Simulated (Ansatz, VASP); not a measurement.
# Two plane-wave programs on SnSe2

```
CELL_PARAMETERS angstrom
3.87175 0.00000 0.00000
-1.93587 3.35303 0.00000
0.00000 0.00000 6.98802
ATOMIC_POSITIONS crystal
Sn 0.00000 0.00000 0.00000
Se 0.33333 0.66667 0.22815
Se 0.66667 0.33333 0.77185
```

Alike in both runs: task single point; functional PBE; k mesh 12 × 12 × 4; occupations gaussian, width 0.05 eV; no spin polarisation.

```csv
,VASP,Ansatz
version,VASP 6.6.1,Ansatz 0.2.0
potentials or method,"VASP PAW PBE potentials, release 64 (Sn_d, Se), cutoff 520 eV","scalar-relativistic, plane waves, PAW"
valence electrons in the cell,26,46
```

|  | VASP | Ansatz | Ansatz less VASP |
| --- | --- | --- | --- |
| gap on the k mesh at the Fermi level (eV) | 0.70 | 0.70 | +0.002 |
| least direct gap on the mesh (eV) | 1.08 | 1.08 | +0.002 |
| pressure (GPa) | 0.1 | 0.0 | -0.05 |
| rms of the force components (eV/Å) | 0.007 | 0.002 | -0.0056 |

Atom by atom the forces differ by 0.006 eV/Å (rms over components). VASP's potentials hold 26 valence electrons a cell and Ansatz's 46, so a difference there can come from the potentials and not from the codes.
